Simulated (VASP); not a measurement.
Input of a VASP 6.6.1 run:

Contents of INCAR:

```
SYSTEM = Sb
ALGO     = Normal         ! electronic algorithm
EDIFF    = 1E-6           ! SCF threshold, eV
ENCUT    = 500            ! plane-wave cutoff, eV
GGA      = PS             ! functional
GGA_COMPAT= .False.      
ISIF     = 2              ! what is computed and relaxed
ISMEAR   = 0              ! smearing method
LASPH    = .True.         ! aspherical terms in the spheres
LCHARG   = .False.        ! write CHGCAR
LREAL    = .False.        ! projectors in reciprocal space
LWAVE    = .False.        ! write WAVECAR
NBANDS   = 12             ! bands
NELM     = 120            ! most SCF steps
PREC     = Accurate       ! precision mode
SIGMA    = 0.1            ! smearing width, eV
```

Contents of KPOINTS:

```
k-points
0
Gamma
  6 6 6
  0 0 0
```

File POSCAR:

```
Sb
1.0
    2.1599998923      1.2470765193      3.7380156040
   -2.1599998923      1.2470765193      3.7380156040
    0.0000000000     -2.4941530385      3.7380156040
Sb
2
Direct
    0.2336181551      0.2336181551      0.2336181551
    0.7663818449      0.7663818449      0.7663818449
```

Potentials or basis: VASP PAW PBE potentials, release 64 (Sb).

The run is started by

```console
$ cat potpaw_PBE.64/Sb/POTCAR > POTCAR
$ mpirun -np 1 vasp_std > vasp.out
```

**Question.** Predict the band gap on the k mesh.

**Answer.** Zero (bands 5 and 6 overlap by 0.28 eV).

**Question.** Estimate the largest force.

**Answer.** 0.059 eV/Å.

**Question.** Predict the pressure.

**Answer.** 0.2 GPa.

Forces in eV/Å, atoms in the order of the input:
```
Sb   0.000  0.000  0.059
Sb   0.000  0.000 -0.059
```

Caveat: the PAW data sets were made with another functional, which shifts forces and pressure a little; spin-orbit coupling is left out, which moves the levels of the heavy elements.
